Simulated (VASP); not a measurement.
Write the native input for VASP 6.6.1 that does the following.

- Task: single point
- Functional: PBE
- Potentials or basis: VASP PAW PBE potentials, release 64 (Co, O)
- Cutoff: 520 eV
- k mesh: 12 × 12 × 12
- Occupations: gaussian, width 0.02 eV
- Spin: collinear spin, antiferromagnetic start
- Starting moments: [-2.64, 2.64, 0.0, 0.0] μB
- Hubbard terms: Co d U = 3.32 eV
- Dipole correction: no
- Further INCAR settings: ALGO = Normal; EDIFF = 1e-06; NBANDS = 27

The structure of CoO lies in POSCAR:

```
CoO
1.0
    1.6366325902      0.9449102665      5.2804280761
   -1.6366325902      0.9449102665      5.2804280761
    0.0000000000     -1.8898205330      5.2804280761
Co O
2 2
Direct
    0.9994848541      0.9994848541      0.9994848541
    0.4994850003      0.4994850003      0.4994850003
    0.3755147050      0.3755147050      0.3755147050
    0.8755147906      0.8755147906      0.8755147906
```

One way to write it, as run:

INCAR

```
  PREC = Accurate
  ENCUT = 520
  EDIFF = 1E-6
  ISMEAR = 0
  SIGMA = 0.02
  LREAL = False
  LASPH = True
  NELM = 150
  ALGO = Normal
  ISIF = 2
  LWAVE = False
  LCHARG = True
  ISPIN = 2
  MAGMOM = -2.64 2.64 0 0
  LORBIT = 11
  LMAXMIX = 4
  LDAU = True
  LDAUTYPE = 2
  LDAUL = 2 -1
  LDAUU = 3.32 0
  LDAUJ = 0 0
  LDAUPRINT = 1
  GGA = PE
  LELF = True
  LVHAR = True
  NBANDS = 27
```

KPOINTS

```
Automatic mesh
0
Gamma
  12 12 12
```

Potentials or basis: VASP PAW PBE potentials, release 64 (Co, O).

Launch:

```bash
$ cat potpaw_PBE.64/Co/POTCAR potpaw_PBE.64/O/POTCAR > POTCAR
$ mpirun -np 1 vasp_std > vasp.out
```

Results of the run:

| Item | Value |
| --- | --- |
| Pressure | -1.6 GPa |
| Largest force | 0.006 eV/Å |
| Band gap on the k mesh | 1.08 eV |
| Net moment | 0.00 μB per cell |
| Site moments | Co -2.63, +2.63; O -0.08, +0.08 μB |
| Valence electrons inside the program's atomic spheres | Co 7.89; O 5.00 |

It took 8.9 min on 1 thread of Intel(R) Xeon(R) 6975P-C (Granite Rapids) (shared host), peak memory 0.56 GiB.
